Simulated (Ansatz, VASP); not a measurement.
## Te2Mo: VASP beside Ansatz

```
Te Mo
1.0
     3.41355    0.00000    0.00000
    -1.70677    2.95622    0.00000
     0.00000    0.00000    7.98062
Te Mo
2 1
Direct
  0.32479 0.64959 0.76141
  0.34187 0.68375 0.23859
  0.00000 0.00000 0.00000
```

Change from the starting cell: mode 5 frozen in at -0.052 Å, strain +e along z and -e/2 along x and y +0.0467.

Alike in both runs: task single point; functional PBE; dispersion D3(BJ); k mesh 9 × 9 × 4; occupations gaussian, width 0.05 eV; no spin polarisation.

|  | VASP | Ansatz |
| --- | --- | --- |
| version | VASP 6.6.1 | Ansatz 0.2.0 |
| potentials or method | VASP PAW PBE potentials, release 64 (Te, Mo_sv), cutoff 520 eV | scalar-relativistic, plane waves, PAW |
| valence electrons in the cell | 26 | 46 |

VASP gave:

| Quantity | Value |
| --- | --- |
| gap on the k mesh at the Fermi level (eV) | 0.76 |
| least direct gap on the mesh (eV) | 1.20 |
| pressure (GPa) | -0.7 |
| traceless stress, the component that is largest in VASP (GPa) | -4.80 |
| rms of the force components (eV/Å) | 0.305 |

Estimate Ansatz's values.

gap on the k mesh at the Fermi level (eV): 0.76; least direct gap on the mesh (eV): 1.19; pressure (GPa): -0.8; traceless stress, the component that is largest in VASP (GPa): -4.85; rms of the force components (eV/Å): 0.309.

Atom by atom the forces differ by 0.004 eV/Å (rms over components). VASP's potentials hold 26 valence electrons a cell and Ansatz's 46, so a difference there can come from the potentials and not from the codes.

Neither program's run includes spin-orbit coupling.
